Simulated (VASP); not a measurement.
Set up this calculation in VASP 6.6.1, as the native input.

```
Task                   : single point
Functional             : PBE
Potentials or basis    : VASP PAW PBE potentials, release 64 (Ge_d, Pd)
Cutoff                 : 520 eV
k mesh                 : 4 × 4 × 4
Occupations            : gaussian, width 0.1 eV
Spin                   : no spin polarisation
Dipole correction      : no
Further INCAR settings : ALGO = Normal; EDIFF = 1e-07; NBANDS = 49
```

The structure of Ge5Pd lies in POSCAR:

```
Ge5Pd
1.0
    0.0000000000      4.0526688700      4.0526688700
    4.0526688700      0.0000000000      4.0526688700
    4.0526688700      4.0526688700      0.0000000000
Ge Pd
5 1
Direct
    0.5000000000      0.5000000000      0.5000000000
    0.6401392900      0.6401392900      0.6401392900
    0.6401392900      0.6401392900      0.0795821300
    0.6401392900      0.0795821300      0.6401392900
    0.0795821300      0.6401392900      0.6401392900
    0.0000000000      0.0000000000      0.0000000000
```

The cell was built from a structure type or drawn by symmetry, and may not be a known phase.

One way to write it, as run:

INCAR

```
  ALGO = Normal
  EDIFF = 1E-7
  ENCUT = 520
  GGA = PE
  ISIF = 2
  ISMEAR = 0
  LASPH = True
  LCHARG = True
  LELF = True
  LREAL = False
  LVHAR = True
  LWAVE = False
  NBANDS = 49
  NELM = 80
  PREC = Accurate
  SIGMA = 0.1
```

KPOINTS

```
k-points
0
Gamma
  4 4 4
```

Potentials or basis: VASP PAW PBE potentials, release 64 (Ge_d, Pd).

The run is started by

```sh
$ cat potpaw_PBE.64/Ge_d/POTCAR potpaw_PBE.64/Pd/POTCAR > POTCAR
$ mpirun -np 1 vasp_std > vasp.out
```

It gave:

The pressure is 33.0 GPa and the largest force is 9.030 eV/Å. The band gap on the k mesh is zero (bands 40 and 41 overlap by 0.28 eV).

Caveat: the cell stands under pressure; forces of over 1 eV/Å act on the atoms, so gaps and moduli don't describe the material at rest.

Run time: 44 s on 1 thread of Intel(R) Xeon(R) 6975P-C (Granite Rapids), with other jobs on the host, peak memory 0.32 GiB.
